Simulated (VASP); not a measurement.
Set up this calculation in VASP 6.6.1, as the native input.

```yaml
Task: single point
Functional: r2SCAN
Potentials_or_basis: VASP PAW PBE potentials, release 64 (Pt)
Cutoff: 550 eV
k_mesh: 18 × 18 × 18
Occupations: gaussian, width 0.1 eV
Spin: no spin polarisation
Dipole_correction: no
Further_INCAR_settings: ALGO = Normal; EDIFF = 1e-06; NBANDS = 11
```

Pt:

```
Pt
1.0
    -1.56042    1.56042    1.56042
     1.56042   -1.56042    1.56042
     1.56042    1.56042   -1.56042
Pt
1
Direct
  0.00000 0.00000 0.00000
```

One way to write it, as run:

POSCAR

```
Pt
1.0
   -1.5604153263      1.5604153263      1.5604153263
    1.5604153263     -1.5604153263      1.5604153263
    1.5604153263      1.5604153263     -1.5604153263
Pt
1
Direct
    0.0000000000      0.0000000000      0.0000000000
```

INCAR.step1

```
SYSTEM = Pt
  PREC = Accurate
  ENCUT = 550
  ISMEAR = 0
  SIGMA = 0.1
  LREAL = .FALSE.
  LASPH = .TRUE.
  NELM = 120
  NBANDS = 11
  GGA = PE
  ALGO = Normal
  EDIFF = 1E-5
  LWAVE = .TRUE.
  LCHARG = .FALSE.
  GGA_COMPAT = .FALSE.
```

INCAR.step2

```
SYSTEM = Pt
  PREC = Accurate
  ENCUT = 550
  EDIFF = 1E-6
  ISMEAR = 0
  SIGMA = 0.1
  LREAL = .FALSE.
  LASPH = .TRUE.
  NELM = 120
  ALGO = Normal
  ISIF = 2
  LWAVE = .FALSE.
  LCHARG = .FALSE.
  METAGGA = R2SCAN
  LMIXTAU = .TRUE.
  NBANDS = 11
  ISTART = 1
  GGA_COMPAT = .FALSE.
```

KPOINTS

```
Automatic mesh
0
G
  18 18 18
  0 0 0
```

Potentials or basis: VASP PAW PBE potentials, release 64 (Pt).

Launch:

```sh
$ cat potpaw_PBE.64/Pt/POTCAR > POTCAR
$ cp INCAR.step1 INCAR
$ mpirun -np 1 vasp_std > vasp.out
$ cp INCAR.step2 INCAR
$ mpirun -np 1 vasp_std > vasp.out
```

It gave:

The pressure is 5.5 GPa. The band gap on the k mesh is zero (band 5 reaches 11.82 eV, above the bottom of band 6 at 9.34 eV).

Caveat: the PAW data sets were made with another functional, which shifts forces and pressure a little; spin-orbit coupling is left out, which moves the levels of the heavy elements.

It took 65 s on 1 thread of Intel Xeon 6975P-C (shared host), peak memory 0.17 GiB.
